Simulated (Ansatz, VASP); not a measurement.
**SnO2: VASP and Ansatz over several settings**

```
CELL_PARAMETERS angstrom
0.00000 2.57415 2.57415
2.57415 0.00000 2.57415
2.57415 2.57415 0.00000
ATOMIC_POSITIONS crystal
Sn 0.00000 0.00000 0.00000
O 0.75000 0.75000 0.75000
O 0.25000 0.25000 0.25000
```

Single points on this cell with VASP 6.6.1 and Ansatz 0.2.0. Each row is one pair of runs. Alike in all rows: spin: off; VASP's potentials, cutoff: VASP PAW PBE potentials, release 64 (Sn_d, O), 520 eV; Ansatz's potentials, cutoff: Ansatz PAW, 420 eV.

| level | k mesh | smearing | gap on the k mesh at the Fermi level (eV), VASP | gap on the k mesh at the Fermi level (eV), Ansatz | pressure (GPa), VASP | pressure (GPa), Ansatz |
| --- | --- | --- | --- | --- | --- | --- |
| PBE | 9 × 9 × 9 | gaussian, width 0.012 eV | none | none | 0.1 | -0.5 |
| PBE0 | 5 × 5 × 5 | fermi-dirac, width 0.05 eV | 1.99 | 1.97 | -11.9 | -12.5 |
| PBEsol-based global hybrid | 5 × 5 × 5 | fermi-dirac, width 0.05 eV | 1.91 | 1.89 | -16.5 | -17.2 |

Gap on the k mesh at the fermi level (eV): the two programs differ by at most 0.025; pressure (GPa): the two programs differ by at most 0.69.

A gap of «none» marks a metal or a gap that the smearing closes.

The k mesh is coarse in some rows, so the values compare programs but aren't converged. Noted on Ansatz's runs: odd divisions of the mesh miss points on the zone boundary, where band edges often lie, so the gap on the mesh can be too wide.

A gap of «none» marks a metal or a gap under the smearing width.
